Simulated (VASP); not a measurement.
# P in VASP: single point with HSE06

Aim: the single point of P with HSE06.

Everything below comes from runs of VASP 6.6.1. Logs are shortened: lines on timing, memory, paths and dates and some standing lists are left out, and cuts for length are marked.

## (1) The cell of the first run

The cell holds a slab with vacuum, 4 atoms: a = 4.627 Å, b = 3.292 Å, c = 27.820 Å, α = 90.00°, β = 90.00°, γ = 90.00°.

## (2) Single point, HSE06

Input file POSCAR:

```
P
1.0
    4.6274954316      0.0000000000      0.0000000000
    0.0000000000      3.2918635005      0.0000000000
    0.0000000000      0.0000000000     27.8195791164
P
4
Direct
    0.0912379300      0.0000000000      0.3789328423
    0.4087620700      0.5000000000      0.3789328423
    0.5912379300      0.5000000000      0.3040393882
    0.9087620700      0.0000000000      0.3040393882
```

Input file INCAR.step1:

```
SYSTEM = P
ALGO = Normal
DIPOL = 0.5 0.5 0.341
EDIFF = 1E-5
ENCUT = 400
GGA = PE
GGA_COMPAT = .FALSE.
IDIPOL = 3
ISIF = 2
ISMEAR = 0
LASPH = .TRUE.
LDIPOL = .TRUE.
LREAL = .FALSE.
LWAVE = .TRUE.
NBANDS = 18
NELM = 120
NELMDL = -8
PREC = Accurate
SIGMA = 0.01
```

Input file INCAR.step2:

```
SYSTEM = P
ALGO = Normal
DIPOL = 0.5 0.5 0.341
EDIFF = 1E-6
ENCUT = 400
GGA = PE
GGA_COMPAT = .FALSE.
HFSCREEN = 0.2079
IDIPOL = 3
ISIF = 2
ISMEAR = 0
ISTART = 1
LASPH = .TRUE.
LCHARG = .TRUE.
LDIPOL = .TRUE.
LELF = .TRUE.
LHFCALC = .TRUE.
LREAL = .FALSE.
LVACPOTAV = .TRUE.
LVHAR = .TRUE.
LWAVE = .FALSE.
NBANDS = 18
NELM = 120
PREC = Accurate
PRECFOCK = Normal
SIGMA = 0.01
```

Input file KPOINTS:

```
k-points
0
G
  4 6 1
  0 0 0
```

Potentials or basis: VASP PAW PBE potentials, release 64 (P).

Run with:

```console
> cat potpaw_PBE.64/P/POTCAR > POTCAR
> cp INCAR.step1 INCAR
> mpirun -np 1 vasp_std > vasp.out
> cp INCAR.step2 INCAR
> mpirun -np 1 vasp_std > vasp.out
```

OUTCAR:

```text
SYSTEM = P
   EDIFF = 1E-6
   ENCUT = 400
   GGA = PE
   HFSCREEN = 0.2079
   ISIF = 2
   ISMEAR = 0
   ISTART = 1
   LASPH = .TRUE.
   LHFCALC = .TRUE.
   LREAL = .FALSE.
   NELM = 120
   PREC = Accurate
   PRECFOCK = Normal

 ion  position               nearest neighbor table
   1  0.091  0.000  0.379-   2 2.21   2 2.21   4 2.25
   2  0.409  0.500  0.379-   1 2.21   1 2.21   3 2.25
   3  0.591  0.500  0.304-   4 2.21   4 2.21   2 2.25
   4  0.909  0.000  0.304-   3 2.21   3 2.21   1 2.25

  LATTYP: Found a simple orthorhombic cell.
 ALAT       =     3.2918635005
 B/A-ratio  =     1.4057373372
 C/A-ratio  =     8.4510123558

  Lattice vectors:

 A1 = (   0.0000000000,  -3.2918635005,   0.0000000000)
 A2 = (   4.6274954316,   0.0000000000,   0.0000000000)
 A3 = (   0.0000000000,   0.0000000000,  27.8195791164)

Analysis of symmetry for initial positions (statically):
=====================================================================
 Subroutine PRICEL returns:
 Original cell was already a primitive cell.

 Routine SETGRP: Setting up the symmetry group for a
 simple orthorhombic supercell.

 Subroutine GETGRP returns: Found  8 space group operations
 (whereof  2 operations were pure point group operations)
 out of a pool of  8 trial point group operations.

The static configuration has the point symmetry C_1h.
 The point group associated with its full space group is D_2h.

Analysis of symmetry for dynamics (positions and initial velocities):
=====================================================================
 Subroutine PRICEL returns:
 Original cell was already a primitive cell.

 Routine SETGRP: Setting up the symmetry group for a
 simple orthorhombic supercell.

 Subroutine GETGRP returns: Found  8 space group operations
 (whereof  2 operations were pure point group operations)
 out of a pool of  8 trial point group operations.

The dynamic configuration has the point symmetry C_1h.
 The point group associated with its full space group is D_2h.

 Subroutine INISYM returns: Found  8 space group operations
 (whereof  2 operations are pure point group operations),
 and found     1 'primitive' translations

----------------------------------------------------------------------------------------

                                     Primitive cell

  volume of cell :     423.7780

  direct lattice vectors                    reciprocal lattice vectors
     4.627495432  0.000000000  0.000000000     0.216099619  0.000000000  0.000000000
     0.000000000  3.291863500  0.000000000     0.000000000  0.303779303  0.000000000
     0.000000000  0.000000000 27.819579116     0.000000000  0.000000000  0.035945907

  length of vectors
     4.627495432  3.291863500 27.819579116     0.216099619  0.303779303  0.035945907

  position of ions in fractional coordinates (direct lattice)
     0.091237930  0.000000000  0.378932842
     0.408762070  0.500000000  0.378932842
     0.591237930  0.500000000  0.304039388
     0.908762070  0.000000000  0.304039388

  ion indices of the primitive-cell ions
   primitive index   ion index
                 1           1
                 2           2
                 3           3
                 4           4

----------------------------------------------------------------------------------------

 KPOINTS: k-points

Automatic generation of k-mesh.
 Grid dimensions read from file:
 generate k-points for:    4    6    1

 Generating k-lattice:

  Cartesian coordinates                     Fractional coordinates (reciprocal lattice)
     0.054024905  0.000000000  0.000000000     0.250000000  0.000000000  0.000000000
     0.000000000  0.050629884  0.000000000     0.000000000  0.166666667  0.000000000
     0.000000000  0.000000000  0.035945907     0.000000000  0.000000000  1.000000000

  Length of vectors
     0.054024905  0.050629884  0.035945907

  Shift w.r.t. Gamma in fractional coordinates (k-lattice)
     0.000000000  0.000000000  0.000000000

 Subroutine IBZKPT returns following result:
 ===========================================

 Found     12 irreducible k-points:

 Following reciprocal coordinates:
            Coordinates               Weight
  0.000000  0.000000  0.000000      1.000000
  0.250000  0.000000  0.000000      2.000000
  0.500000  0.000000  0.000000      1.000000
  0.000000  0.166667  0.000000      2.000000
  0.250000  0.166667  0.000000      4.000000
  0.500000  0.166667  0.000000      2.000000
  0.000000  0.333333  0.000000      2.000000
  0.250000  0.333333  0.000000      4.000000
  0.500000  0.333333  0.000000      2.000000
  0.000000  0.500000  0.000000      1.000000
  0.250000  0.500000  0.000000      2.000000
  0.500000  0.500000  0.000000      1.000000
   k-points           NKPTS =     12   k-points in BZ     NKDIM =     24   number of bands    NBANDS=     18
   number of dos      NEDOS =    301   number of ions     NIONS =      4
   total plane-waves  NPLWV = 138240
   dimension x,y,z NGX =    30 NGY =   24 NGZ =  192
   dimension x,y,z NGXF=    60 NGYF=   48 NGZF=  384
   ions per type =               4
   NGX,Y,Z   is equivalent  to a cutoff of  10.78, 12.12, 11.47 a.u.
   NGXF,Y,Z  is equivalent  to a cutoff of  21.56, 24.24, 22.95 a.u.
 SYSTEM =  P
   PREC   = accura    normal or accurate (medium, high low for compatibility)
   ISTART =      1    job   : 0-new  1-cont  2-samecut
   ICHARG =      0    charge: 1-file 2-atom 10-const
   ISPIN  =      1    spin polarized calculation?
   LNONCOLLINEAR =      F non collinear calculations
   LSORBIT =      F    spin-orbit coupling
   LASPH  =      T    aspherical Exc in radial PAW
   ENCUT  =  400.0 eV  29.40 Ry    5.42 a.u.   7.55  5.37 45.37*2*pi/ulx,y,z
   NELM   =    120;   NELMIN=  2; NELMDL=  0     # of ELM steps
   EDIFF  = 0.1E-05   stopping-criterion for ELM
   LREAL  =      F    real-space projection
   EDIFFG = 0.1E-04   stopping-criterion for IOM
   NSW    =      0    number of steps for IOM
   IBRION =     -1    ionic relax: 0-MD 1-quasi-New 2-CG
   NFREE  =      0    steps in history (QN), initial steepest desc. (CG)
   ISIF   =      2    stress and relaxation
   ISYM   =      3    0-nonsym 1-usesym 2-fastsym
   POTIM  = 0.5000    time-step for ionic-motion
   TEBEG  =    0.0;   TEEND  =   0.0 temperature during run
   PSTRESS=    0.0 pullay stress
   NELECT =      20.0000    total number of electrons
   NUPDOWN=      -1.0000    fix difference up-down
   EMIN   =  10.00;   EMAX   =-10.00  energy-range for DOS
   EFERMI =   0.00;   METHOD = LEGACY
   ISMEAR =     0;   SIGMA  =   0.01  broadening in eV -4-tet -1-fermi 0-gaus
   EFERMI_NEDOS =   21; number of points for ismear=-14 and -15
   IALGO  =     38    algorithm
   IMIX   =      1    mixing-type and parameters
     AMIX     =   0.40;   BMIX     =  1.00
     AMIX_MAG =   1.60;   BMIX_MAG =  1.00
  volume/ion in A,a.u.               =     105.94       714.95
  Fermi-wavevector in a.u.,A,eV,Ry     =   0.591614  1.117989  4.762142  0.350008
  Thomas-Fermi vector in A             =   1.640111
   LORBIT       =      0    0 simple, 1 ext, 2 COOP (PROOUT), +10 PAW based schemes
   GGA     = PE    functional components
   LHFCALC =     T    Hartree Fock is set to
   PRECFOCK=normal    Normal, Fast or Accurate (Low or Medium for compatibility)
   ENCUT4O =  -1.0   cutoff for four orbital integrals eV
   NKREDX  =     1    reduce k-point grid by
   NKREDY  =     1    reduce k-point grid by
   NKREDZ  =     1    reduce k-point grid by
   AEXX    =    0.2500 exact exchange contribution
   HFSCREEN=    0.2079 screening length (either q_TF or 0.3 A-1)
   HFSCREENC=   0.2079 screening length for correlation (either q_TF or 0.3 A-1)
   ENCUTFOCK=  -1.0 apply spherical cutoff to Coloumb kernel
   IVDW    =     0    specifies the selected vdW correction
   LEPSILON=     F    determine dielectric tensor
   LRPA    =     F    only Hartree local field effects (RPA)
 non-spin polarized calculation
 Gauss-broadening in eV      SIGMA  =   0.01
  energy-cutoff  :      400.00
  volume of cell :      423.78
 maximum number of plane-waves:      7735
  NGX = 24; NGY = 18; NGZ =144

 number of electron      20.0000004 magnetization

 dipolmoment           0.000000      0.000000     -0.000003 electrons x Angstroem

 Free energy of the ion-electron system (eV)
  ---------------------------------------------------
  ext. energy  EPLUGINS =         0.00000000
  ---------------------------------------------------
  free energy    TOTEN  =       -25.71082223 eV

  energy without entropy =      -25.71082223  energy(sigma->0) =      -25.71082223

 E-fermi :  -3.4240     XC(G=0):  -1.8141

 val. band max:       -3.4667271911   @ k =   0.0000   0.0000   0.0000
 cond. band min:      -1.8523785939   @ k =   0.0000   0.0000   0.0000
 fundamental gap:      1.6143485971
 Fermi energy:        -3.4240490330

 k-point     1 :       0.0000    0.0000    0.0000
  band No.  band energies     occupation
      1     -20.1164      2.00000
      2     -17.3834      2.00000
      3     -13.6738      2.00000
      4      -9.7454      2.00000
      5      -8.6458      2.00000
      6      -8.5012      2.00000
[... 10 lines left out ...]
     17       2.1596      0.00000
     18       2.4461      0.00000

 k-point     2 :       0.2500    0.0000    0.0000
  band No.  band energies     occupation
      1     -19.7914      2.00000
      2     -17.8537      2.00000
      3     -13.6221      2.00000
      4     -11.1469      2.00000
      5      -7.9023      2.00000
      6      -7.2478      2.00000
[... 10 lines left out ...]
     17       2.2898      0.00000
     18       2.5769      0.00000

 k-point     3 :       0.5000    0.0000    0.0000
  band No.  band energies     occupation
      1     -18.9077      2.00000
      2     -18.9077      2.00000
      3     -12.7869      2.00000
      4     -12.7869      2.00000
      5      -6.6681      2.00000
      6      -6.6681      2.00000
[... 160 lines left out ...]
 k-point    11 :       0.2500    0.5000    0.0000
  band No.  band energies     occupation
      1     -16.8149      2.00000
      2     -16.8149      2.00000
      3     -14.1642      2.00000
      4     -14.1642      2.00000
      5      -9.1264      2.00000
      6      -9.1264      2.00000
[... 10 lines left out ...]
     17       3.7441      0.00000
     18       3.7441      0.00000

 k-point    12 :       0.5000    0.5000    0.0000
  band No.  band energies     occupation
      1     -16.6022      2.00000
      2     -16.6022      2.00000
      3     -14.4055      2.00000
      4     -14.4055      2.00000
      5      -8.8994      2.00000
      6      -8.8994      2.00000
[... 10 lines left out ...]
     17       3.9510      0.00000
     18       3.9510      0.00000

------------------------ aborting loop because EDIFF is reached ----------------------------------------

  FORCE on cell =-STRESS in cart. coord.  units (eV):
  Direction    XX          YY          ZZ          XY          YZ          ZX
  --------------------------------------------------------------------------------------
  -------------------------------------------------------------------------------------
  Total       -0.6469910     -0.5968987     -0.7821356      0.0000000      0.0000000      0.0000000
  in kB       -2.4460790     -2.2566947     -2.9570201      0.0000000      0.0000000      0.0000000
  external PRESSURE =      -2.5532646 kB  Pullay stress =       0.0000000 kB

 VOLUME and BASIS-vectors are now :
 -----------------------------------------------------------------------------
  energy-cutoff  :      400.00
  volume of cell :      423.78
      direct lattice vectors                 reciprocal lattice vectors
     4.627495432  0.000000000  0.000000000     0.216099619  0.000000000  0.000000000
     0.000000000  3.291863500  0.000000000     0.000000000  0.303779303  0.000000000
     0.000000000  0.000000000 27.819579116     0.000000000  0.000000000  0.035945907

 POSITION                                       TOTAL-FORCE (eV/Angst)
 -----------------------------------------------------------------------------------
      0.42220      0.00000     10.54175         0.009145      0.000000     -0.182219
      1.89154      1.64593     10.54175        -0.009145      0.000000     -0.182219
      2.73595      1.64593      8.45825         0.009145      0.000000      0.182219
      4.20529      0.00000      8.45825        -0.009145      0.000000      0.182219
 -----------------------------------------------------------------------------------
    total drift:                                0.000000     -0.000000     -0.000035

  FREE ENERGIE OF THE ION-ELECTRON SYSTEM (eV)
  ---------------------------------------------------
  free  energy   TOTEN  =       -25.7108222267 eV

  energy  without entropy=      -25.7108222267  energy(sigma->0) =      -25.71082223

 vacuum level on the upper side and lower side of the slab         1.994         1.994
```

Run time: 59 min. Hardware: 1 thread of Oxide Virtual Turin-like, shared host; peak memory 0.47 GiB.

Results:

```
Free energy            : -25.7108 eV
Largest force          : 0.182 eV/Å
Band gap on the k mesh : 1.61 eV
```

Forces on the atoms (eV/Å):
```
P    0.009  0.000 -0.182
P   -0.009  0.000 -0.182
P    0.009  0.000  0.182
P   -0.009  0.000  0.182
```

Levels at points of the mesh, in eV from the valence-band top:
| k point | band 6 | band 7 | band 8 | band 9 | band 10 | band 11 | band 12 | band 13 | band 14 | band 15 |
| --- | --- | --- | --- | --- | --- | --- | --- | --- | --- | --- |
| (0.00, 0.00, 0.00) | -5.03 | -3.73 | -2.00 | -1.79 | 0.00 | 1.61 | 2.32 | 3.54 | 4.26 | 5.03 |
| (0.50, 0.00, 0.00) | -3.20 | -2.86 | -2.86 | -1.46 | -1.46 | 2.88 | 2.88 | 4.55 | 4.55 | 4.67 |
| (0.00, 0.50, 0.00) | -5.48 | -3.05 | -3.05 | -2.14 | -2.14 | 1.97 | 1.97 | 2.96 | 2.96 | 4.71 |
| (0.50, 0.50, 0.00) | -5.43 | -5.03 | -5.03 | -1.23 | -1.23 | 3.16 | 3.16 | 4.75 | 4.75 | 6.18 |

Caveat: the PAW data sets were made with another functional, which shifts forces and pressure a little.
